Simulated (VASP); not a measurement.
# WCl2F2 (P4/mmm) in VASP: relaxation of cell and atoms with PBE

Aim: the relaxation of cell and atoms of WCl2F2 with PBE.

All numbers are computed with VASP 6.6.1; they aren't measurements. Logs are shortened: lines on timing, memory, paths and dates and some standing lists are left out, and cuts for length are marked.

## 1. The cell of the first run

It takes space group P4/mmm (No. 123, tetragonal). Conventional cell: a = 4.293 Å, b = 4.293 Å, c = 5.824 Å, α = 90.00°, β = 90.00°, γ = 90.00°. W (site symmetry 4/mmm) has 8 F at 3.34 Å and 8 Cl at 3.62 Å and 4 W at 4.29 Å within 4.4 Å. Cl (site symmetry mmm) has 4 F at 2.63 Å and 4 Cl at 3.04 Å and 4 W at 3.62 Å within 3.7 Å. Within 3.5 Å of F (site symmetry 4mm) lie 4 Cl at 2.63 Å and 2 F at 2.80 to 3.03 Å and 4 W at 3.34 Å.

The cell was generated, and may not be a known phase.

## 2. Relaxation of cell and atoms, PBE, collinear spin

INCAR

```
PREC = Accurate
ENCUT = 600
EDIFF = 1E-6
ISMEAR = 0
SIGMA = 0.1
LREAL = F
LASPH = T
NELM = 150
ALGO = Normal
ISIF = 3
LWAVE = F
LCHARG = F
ISPIN = 2
MAGMOM = 2.25 0 0 0.04 0.04
LORBIT = 11
LMAXMIX = 4
GGA = PE
IBRION = 2
NSW = 90
EDIFFG = -0.04
```

KPOINTS

```
Automatic mesh
0
Gamma
  4 4 4
```

POSCAR

```
WCl2F2
1.0
    4.2931998000      0.0000000000      0.0000000000
    0.0000000000      4.2931998000      0.0000000000
    0.0000000000      0.0000000000      5.8235991200
W Cl F
1 2 2
Direct
    0.0000000000      0.0000000000      0.0000000000
    0.0000000000      0.5000000000      0.5000000000
    0.5000000000      0.0000000000      0.5000000000
    0.5000000000      0.5000000000      0.2399999900
    0.5000000000      0.5000000000      0.7600000100
```

Potentials or basis: VASP PAW PBE potentials, release 64 (W_sv, Cl, F).

Launch:

```
$ cat potpaw_PBE.64/W_sv/POTCAR potpaw_PBE.64/Cl/POTCAR potpaw_PBE.64/F/POTCAR > POTCAR
$ mpirun -np 1 vasp_std > vasp.out
```

OUTCAR:

```text
PREC = Accurate
   ENCUT = 600
   EDIFF = 1E-6
   ISMEAR = 0
   LREAL = F
   LASPH = T
   NELM = 150
   ISIF = 3
   ISPIN = 2
   LORBIT = 11
   GGA = PE
   IBRION = 2
   NSW = 90
   EDIFFG = -0.04

 ion  position               nearest neighbor table
   1  0.000  0.000  0.000-
   2  0.000  0.500  0.500-
   3  0.500  0.000  0.500-
   4  0.500  0.500  0.240-
   5  0.500  0.500  0.760-

  LATTYP: Found a simple tetragonal cell.
 ALAT       =     4.2931998000
 C/A-ratio  =     1.3564705561

  Lattice vectors:

 A1 = (   4.2931998000,   0.0000000000,   0.0000000000)
 A2 = (   0.0000000000,   4.2931998000,   0.0000000000)
 A3 = (   0.0000000000,   0.0000000000,   5.8235991200)

Analysis of symmetry for initial positions (statically):
=====================================================================
 Subroutine PRICEL returns:
 Original cell was already a primitive cell.

 Routine SETGRP: Setting up the symmetry group for a
 simple tetragonal supercell.

 Subroutine GETGRP returns: Found 16 space group operations
 (whereof 16 operations were pure point group operations)
 out of a pool of 16 trial point group operations.

The static configuration has the point symmetry D_4h.

Analysis of symmetry for dynamics (positions and initial velocities):
=====================================================================
 Subroutine PRICEL returns:
 Original cell was already a primitive cell.

 Routine SETGRP: Setting up the symmetry group for a
 simple tetragonal supercell.

 Subroutine GETGRP returns: Found 16 space group operations
 (whereof 16 operations were pure point group operations)
 out of a pool of 16 trial point group operations.

The dynamic configuration has the point symmetry D_4h.

Analysis of structural, dynamic, and magnetic symmetry:
=====================================================================
 Subroutine PRICEL returns:
 Original cell was already a primitive cell.

 Routine SETGRP: Setting up the symmetry group for a
 simple tetragonal supercell.

 Subroutine GETGRP returns: Found 16 space group operations
 (whereof 16 operations were pure point group operations)
 out of a pool of 16 trial point group operations.

The overall configuration has the point symmetry D_4h.

 Subroutine INISYM returns: Found 16 space group operations
 (whereof 16 operations are pure point group operations),
 and found     1 'primitive' translations

----------------------------------------------------------------------------------------

                                     Primitive cell

  volume of cell :     107.3380

  direct lattice vectors                    reciprocal lattice vectors
     4.293199800  0.000000000  0.000000000     0.232926499  0.000000000  0.000000000
     0.000000000  4.293199800  0.000000000     0.000000000  0.232926499  0.000000000
     0.000000000  0.000000000  5.823599120     0.000000000  0.000000000  0.171715116

  length of vectors
     4.293199800  4.293199800  5.823599120     0.232926499  0.232926499  0.171715116

  position of ions in fractional coordinates (direct lattice)
     0.000000000  0.000000000  0.000000000
     0.000000000  0.500000000  0.500000000
     0.500000000  0.000000000  0.500000000
     0.500000000  0.500000000  0.239999990
     0.500000000  0.500000000  0.760000010

  ion indices of the primitive-cell ions
   primitive index   ion index
                 1           1
                 2           2
                 3           3
                 4           4
                 5           5

----------------------------------------------------------------------------------------

 KPOINTS: Automatic mesh

Automatic generation of k-mesh.
 Grid dimensions read from file:
 generate k-points for:    4    4    4

 Generating k-lattice:

  Cartesian coordinates                     Fractional coordinates (reciprocal lattice)
     0.058231625  0.000000000  0.000000000     0.250000000  0.000000000  0.000000000
     0.000000000  0.058231625  0.000000000     0.000000000  0.250000000  0.000000000
     0.000000000  0.000000000  0.042928779     0.000000000  0.000000000  0.250000000

  Length of vectors
     0.058231625  0.058231625  0.042928779

  Shift w.r.t. Gamma in fractional coordinates (k-lattice)
     0.000000000  0.000000000  0.000000000

 Subroutine IBZKPT returns following result:
 ===========================================

 Found     18 irreducible k-points:

 Following reciprocal coordinates:
            Coordinates               Weight
  0.000000  0.000000  0.000000      1.000000
  0.250000  0.000000  0.000000      4.000000
  0.500000  0.000000  0.000000      2.000000
  0.250000  0.250000  0.000000      4.000000
  0.500000  0.250000  0.000000      4.000000
  0.500000  0.500000  0.000000      1.000000
[... 10 lines left out ...]
  0.500000  0.250000  0.500000      4.000000
  0.500000  0.500000  0.500000      1.000000
   k-points           NKPTS =     18   k-points in BZ     NKDIM =     18   number of bands    NBANDS=     26
   number of dos      NEDOS =    301   number of ions     NIONS =      5
   total plane-waves  NPLWV =  62208
   dimension x,y,z NGX =    36 NGY =   36 NGZ =   48
   dimension x,y,z NGXF=    72 NGYF=   72 NGZF=   96
   ions per type =               1   2   2
   NGX,Y,Z   is equivalent  to a cutoff of  13.94, 13.94, 13.70 a.u.
   NGXF,Y,Z  is equivalent  to a cutoff of  27.88, 27.88, 27.41 a.u.
 SYSTEM =  unknown system
   PREC   = accura    normal or accurate (medium, high low for compatibility)
   ISTART =      0    job   : 0-new  1-cont  2-samecut
   ICHARG =      2    charge: 1-file 2-atom 10-const
   ISPIN  =      2    spin polarized calculation?
   LNONCOLLINEAR =      F non collinear calculations
   LSORBIT =      F    spin-orbit coupling
   LASPH  =      T    aspherical Exc in radial PAW
   ENCUT  =  600.0 eV  44.10 Ry    6.64 a.u.   8.57  8.57 11.63*2*pi/ulx,y,z
   NELM   =    150;   NELMIN=  2; NELMDL= -5     # of ELM steps
   EDIFF  = 0.1E-05   stopping-criterion for ELM
   LREAL  =      F    real-space projection
   EDIFFG = -.4E-01   stopping-criterion for IOM
   NSW    =     90    number of steps for IOM
   IBRION =      2    ionic relax: 0-MD 1-quasi-New 2-CG
   NFREE  =      1    steps in history (QN), initial steepest desc. (CG)
   ISIF   =      3    stress and relaxation
   ISYM   =      2    0-nonsym 1-usesym 2-fastsym
   POTIM  = 0.5000    time-step for ionic-motion
   TEBEG  =    0.0;   TEEND  =   0.0 temperature during run
   PSTRESS=    0.0 pullay stress
   NELECT =      42.0000    total number of electrons
   NUPDOWN=      -1.0000    fix difference up-down
   EMIN   =  10.00;   EMAX   =-10.00  energy-range for DOS
   EFERMI =   0.00;   METHOD = LEGACY
   ISMEAR =     0;   SIGMA  =   0.10  broadening in eV -4-tet -1-fermi 0-gaus
   EFERMI_NEDOS =   21; number of points for ismear=-14 and -15
   IALGO  =     38    algorithm
   IMIX   =      4    mixing-type and parameters
     AMIX     =   0.40;   BMIX     =  1.00
     AMIX_MAG =   1.60;   BMIX_MAG =  1.00
  volume/ion in A,a.u.               =      21.47       144.87
  Fermi-wavevector in a.u.,A,eV,Ry     =   1.197402  2.262762 19.507651  1.433772
  Thomas-Fermi vector in A             =   2.333318
   LORBIT       =     11    0 simple, 1 ext, 2 COOP (PROOUT), +10 PAW based schemes
   GGA     = PE    functional components
   LHFCALC =     F    Hartree Fock is set to
   AEXX    =    0.0000 exact exchange contribution
   IVDW    =     0    specifies the selected vdW correction
   LEPSILON=     F    determine dielectric tensor
   LRPA    =     F    only Hartree local field effects (RPA)
 conjugate gradient relaxation of ions
 spin polarized calculation
 Gauss-broadening in eV      SIGMA  =   0.10
  energy-cutoff  :      600.00
  volume of cell :      107.34
 maximum number of plane-waves:      3600
 NGX is ok and might be reduce to    36
   NGX = 17   NGY = 17   NGZ = 23

--------------------------------------- Ionic step        1  -------------------------------------------

 number of electron      41.9999986 magnetization       2.0048448

 Free energy of the ion-electron system (eV)
  ---------------------------------------------------
  ext. energy  EPLUGINS =         0.00000000
  ---------------------------------------------------
  free energy    TOTEN  =       -14.02678990 eV

  energy without entropy =      -13.99583154  energy(sigma->0) =      -14.01131072

------------------------ aborting loop because EDIFF is reached ----------------------------------------

  FORCE on cell =-STRESS in cart. coord.  units (eV):
  Direction    XX          YY          ZZ          XY          YZ          ZX
  --------------------------------------------------------------------------------------
  -------------------------------------------------------------------------------------
  Total       -2.8586490     -2.8586490     -5.5339500      0.0000000      0.0000000     -0.0000000
  in kB      -42.6695181    -42.6695181    -82.6023001      0.0000000      0.0000000     -0.0000000
  external PRESSURE =     -55.9804454 kB  Pullay stress =       0.0000000 kB
[... 2213 lines left out ...]
     25       4.6190      0.00000
     26       5.8778      0.00000

[... ionic steps 4 to 37 ...]

--------------------------------------- Ionic step       38  -------------------------------------------

 number of electron      42.0000020 magnetization       2.7907705

------------------------ aborting loop because EDIFF is reached ----------------------------------------
[... 73 lines left out ...]
--------------------------------------- Ionic step       40  -------------------------------------------

 number of electron      42.0000007 magnetization       2.7997960

 Free energy of the ion-electron system (eV)
  ---------------------------------------------------
  ext. energy  EPLUGINS =         0.00000000
  ---------------------------------------------------
  free energy    TOTEN  =       -16.45858366 eV

  energy without entropy =      -16.44541997  energy(sigma->0) =      -16.45200182

 E-fermi :   3.8283     XC(G=0): -10.3709

 val. band max:        3.8121655406   @ k =   0.2500   0.0000   0.2500
 cond. band min:       3.8547080368   @ k =   0.2500   0.0000   0.5000
 fundamental gap:      0.0425424962
 Fermi energy:         3.8282994927
[... 1079 lines left out ...]
  FREE ENERGIE OF THE ION-ELECTRON SYSTEM (eV)
  ---------------------------------------------------
  free  energy   TOTEN  =       -16.4585836587 eV

  energy  without entropy=      -16.4454199735  energy(sigma->0) =      -16.45200182

 reached required accuracy - stopping structural energy minimisation

 total charge

# of ion       s       p       d       tot
------------------------------------------
    1        2.224   6.033   3.132  11.389
    2        1.619   3.395   0.000   5.014
    3        1.619   3.395   0.000   5.014
    4        1.783   4.160   0.000   5.943
    5        1.783   4.160   0.000   5.943
--------------------------------------------------
tot          9.029  21.142   3.132  33.304

 magnetization (x)

# of ion       s       p       d       tot
------------------------------------------
    1        0.075   0.021   2.253   2.350
    2        0.010  -0.089   0.000  -0.079
    3        0.010  -0.089   0.000  -0.079
    4        0.000  -0.003   0.000  -0.003
    5        0.000  -0.003   0.000  -0.003
--------------------------------------------------
tot          0.096  -0.162   2.253   2.187
```

It took 36 min on 1 thread of Intel Xeon 6975P-C (Granite Rapids), shared host; peak memory 0.38 GiB.

What came out:

```yaml
Free_energy: -16.4586 eV
Relaxed_volume: 16.26 Å³/atom
Relaxed_cell: a = 4.923 Å, b = 4.923 Å, c = 3.355 Å, α = 90.00°, β = 90.00°, γ = 90.00°
Space_group_after_relaxing_to_0.1_Å: P4/mmm (No. 123)
Energy_gained_by_relaxing: 486.4 meV/atom
Ionic_steps: 40
Pressure_after_relaxing: -0.3 GPa
Largest_force_after_relaxing: 0.039 eV/Å
Net_moment: 2.80 μB per cell
Site_moments: W +2.35; Cl -0.08; F -0.00 μB
Valence_electrons_inside_the_program's_atomic_spheres: W 11.39; Cl 5.01; F 5.94
```

Forces on the atoms (eV/Å):
```
W    0.000  0.000  0.000
Cl   0.000  0.000  0.000
Cl   0.000  0.000  0.000
F    0.000  0.000 -0.039
F    0.000  0.000  0.039
```

Step by step:
| step | energy change (eV) | largest force (eV/Å) | pressure (GPa) | volume (Å³) |
| --- | --- | --- | --- | --- |
| 1 | 0.0000 | 1.0701 | -5.60 | 107.34 |
| 2 | -0.5190 | 1.2313 | -4.12 | 96.08 |
| 3 | -0.0194 | 0.9507 | 22.43 | 66.81 |
| 4 | -0.7740 | 1.3360 | -0.96 | 87.20 |
| 5 | -0.8504 | 1.0367 | 4.90 | 78.36 |
| 6 | -0.8649 | 1.1876 | 2.67 | 81.01 |
| 7 | -0.9783 | 0.3678 | 2.94 | 80.68 |
| 8 | -0.9892 | 0.0300 | 2.60 | 80.77 |
| 9 | -1.0177 | 0.0401 | -0.16 | 84.62 |
| 10 | -1.0178 | 0.0364 | -0.04 | 84.40 |
| 11 | -1.0194 | 0.0238 | -0.04 | 84.46 |
| 12 | -1.0226 | 0.1783 | 0.01 | 84.63 |
| 13 | -1.0333 | 0.2646 | 0.35 | 84.92 |
| 14 | -1.1561 | 0.6182 | 0.91 | 85.29 |
| 15 | -1.6285 | 5.7026 | 25.13 | 85.19 |
| 16 | -1.2536 | 0.8896 | 0.82 | 85.39 |
| 17 | -1.3105 | 1.1136 | 1.35 | 85.36 |
| 18 | -1.3431 | 0.9819 | 1.59 | 85.29 |
| 19 | -1.3625 | 1.0709 | 1.81 | 85.25 |
| 20 | -1.3718 | 1.1357 | 1.94 | 85.22 |
| 21 | -1.3903 | 1.0287 | 1.61 | 85.43 |
| 22 | -1.4390 | 0.7613 | 0.83 | 86.05 |
| 23 | -1.5125 | 0.5230 | -0.57 | 87.29 |
| 24 | -1.6026 | 0.2575 | -2.75 | 89.76 |
| 25 | -1.5862 | 0.2213 | -6.13 | 94.63 |
| 26 | -1.5906 | 0.1504 | -5.34 | 92.06 |
| 27 | -1.6580 | 0.1364 | -4.45 | 91.63 |
| 28 | -1.7579 | 0.1329 | -4.56 | 90.49 |
| 29 | -1.9582 | 0.9984 | -3.88 | 88.03 |
| 30 | -1.8104 | 3.8833 | 2.82 | 82.35 |
| 31 | -2.0973 | 0.9751 | -3.82 | 86.91 |
| 32 | -2.2415 | 2.0327 | -2.52 | 84.71 |
| 33 | -2.2336 | 1.4814 | -3.43 | 85.36 |
| 34 | -2.2428 | 1.7079 | -3.04 | 85.05 |
| 35 | -2.3759 | 1.3325 | -0.96 | 82.61 |
| 36 | -2.3806 | 1.1767 | -0.33 | 82.05 |
| 37 | -2.4251 | 0.0084 | -0.39 | 81.73 |
| 38 | -2.4257 | 0.1609 | -0.36 | 81.69 |
| 39 | -2.4311 | 0.0272 | -0.35 | 81.45 |
| 40 | -2.4318 | 0.0386 | -0.29 | 81.32 |

Final structure:
```yaml
crystal:
  lattice:
    - [4.92329, 0.00000, 0.00000]
    - [0.00000, 4.92329, 0.00000]
    - [0.00000, 0.00000, 3.35511]
  atoms:
    - { symbol: W, position: [0.00000, 0.00000, 0.00000] }
    - { symbol: Cl, position: [0.00000, 0.50000, 0.50000] }
    - { symbol: Cl, position: [0.50000, 0.00000, 0.50000] }
    - { symbol: F, position: [0.50000, 0.50000, 0.24551] }
    - { symbol: F, position: [0.50000, 0.50000, 0.75449] }
```

Levels at points of the mesh, in eV from the Fermi level:
Spin up:
| k point | band 20 | band 21 | band 22 | band 23 | band 24 | band 25 | band 26 |
| --- | --- | --- | --- | --- | --- | --- | --- |
| (0.00, 0.00, 0.00) | -0.71 | -0.71 | -0.67 | -0.45 | -0.44 | -0.44 | 3.43 |
| (0.50, 0.00, 0.00) | -0.59 | -0.59 | -0.49 | -0.15 | 0.82 | 2.46 | 3.43 |
| (0.50, 0.50, 0.00) | -0.88 | -0.13 | 0.89 | 0.89 | 1.20 | 3.43 | 3.61 |
| (0.00, 0.00, 0.50) | -0.12 | -0.12 | 0.90 | 1.02 | 1.35 | 1.35 | 2.73 |
| (0.50, 0.00, 0.50) | -0.99 | -0.87 | -0.73 | -0.15 | 0.95 | 1.30 | 3.15 |
| (0.50, 0.50, 0.50) | -1.33 | -1.33 | -1.33 | -1.18 | -1.16 | -1.04 | 2.02 |
Spin down:
```tsv
k point	band 16	band 17	band 18	band 19	band 20	band 21	band 22	band 23	band 24	band 25
(0.00, 0.00, 0.00)	-1.80	-1.27	-1.27	-0.69	-0.69	0.99	1.09	1.33	1.38	1.38
(0.50, 0.00, 0.00)	-2.35	-1.26	-0.91	-0.79	-0.63	1.18	1.37	1.70	2.36	3.43
(0.50, 0.50, 0.00)	-2.74	-1.59	-0.75	-0.75	-0.39	2.05	2.38	2.38	2.57	3.43
(0.00, 0.00, 0.50)	-3.44	-2.68	-2.02	-0.10	-0.10	1.55	2.53	2.58	2.65	2.65
(0.50, 0.00, 0.50)	-2.68	-2.56	-2.52	-1.63	-0.13	0.69	0.76	1.57	2.58	2.59
(0.50, 0.50, 0.50)	-2.51	-2.38	-2.38	-1.58	-1.31	0.36	0.36	0.67	0.72	1.24
```

Caveat: the k points lie up to 0.47 Å⁻¹ apart in the final cell; the volume moved by over 15 % at a fixed basis, so the end points are rough; spin-orbit coupling is left out, which moves the levels of the heavy elements.
